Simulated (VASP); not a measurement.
Set up this calculation in VASP 6.6.1, as the native input.

```yaml
Task: single point
Functional: PBE
Dispersion: D3(BJ)
Potentials_or_basis: VASP PAW PBE potentials, release 64 (H)
Cutoff: 520 eV
k_mesh: 10 × 10 × 26
Occupations: gaussian, width 0.05 eV
Spin: no spin polarisation
Dipole_correction: no
Further_INCAR_settings: ALGO = Normal; EDIFF = 1e-06; NBANDS = 6
```

The structure of H lies in POSCAR:

```
H
1.0
    2.5171568020      0.0000000000      0.0000000000
    0.0000000000      2.5171568020      0.0000000000
    0.0000000000      0.0000000000      0.9559805970
H
1
Direct
    0.0000000000      0.0000000000      0.5000000000
```

This cell differs from its parent crystal: strain -0.050 along x and y, -0.025 along z.

These files were run (other wordings do the same):

INCAR

```
ALGO = Normal
EDIFF = 1E-6
ENCUT = 520
GGA = PE
ISIF = 2
ISMEAR = 0
IVDW = 12
LASPH = True
LCHARG = False
LREAL = False
LWAVE = False
NBANDS = 6
NELM = 80
PREC = Accurate
SIGMA = 0.05
```

KPOINTS

```
k-points
0
Gamma
  10 10 26
```

Potentials or basis: VASP PAW PBE potentials, release 64 (H).

Launch:

```sh
$ cat potpaw_PBE.64/H/POTCAR > POTCAR
$ mpirun -np 1 vasp_std > vasp.out
```

It gave:

| Property | Result |
| --- | --- |
| Pressure | 6.3 GPa |
| Dispersion energy per atom | -0.077 eV |

Caveat: the cell differs from its parent crystal (strain -0.050 along x and y, -0.025 along z); pairwise dispersion overbinds metals, which lowers pressure and volume.

Run time: 6.1 s on 1 thread of Intel Xeon 6975P-C (shared host), peak memory 0.12 GiB.
